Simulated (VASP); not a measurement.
A run of VASP 6.6.1:

INCAR

```
  PREC = Accurate
  ENCUT = 520
  EDIFF = 1E-6
  ISMEAR = -1
  SIGMA = 0.1
  LREAL = F
  LASPH = T
  NELM = 80
  ALGO = Normal
  ISIF = 2
  LWAVE = F
  LCHARG = F
  GGA = PS
  NBANDS = 10
```

File KPOINTS:

```
regular mesh
0
Gamma
  14 14 14
```

Contents of POSCAR:

```
Ir
1.0
    2.5760464557      0.0000000000      0.0000000000
    0.0000000000      2.5760464557      0.0000000000
    0.0000000000      0.0000000000      2.5760464557
Ir
1
Direct
    0.0000000000      0.0000000000      0.0000000000
```

Potentials or basis: VASP PAW PBE potentials, release 64 (Ir).

Command:

```bash
$ cat potpaw_PBE.64/Ir/POTCAR > POTCAR
$ mpirun -np 1 vasp_std > vasp.out
```

Hardware: 1 thread of AMD EPYC 7R13 Processor (Zen 3) (shared host).

Problem. How long does it take, and how much memory?

Solution. It took 11 s on 1 thread of AMD EPYC 7R13 Processor (Zen 3) (shared host), peak memory 0.11 GiB. Counts: scf iterations 11, k points 120.
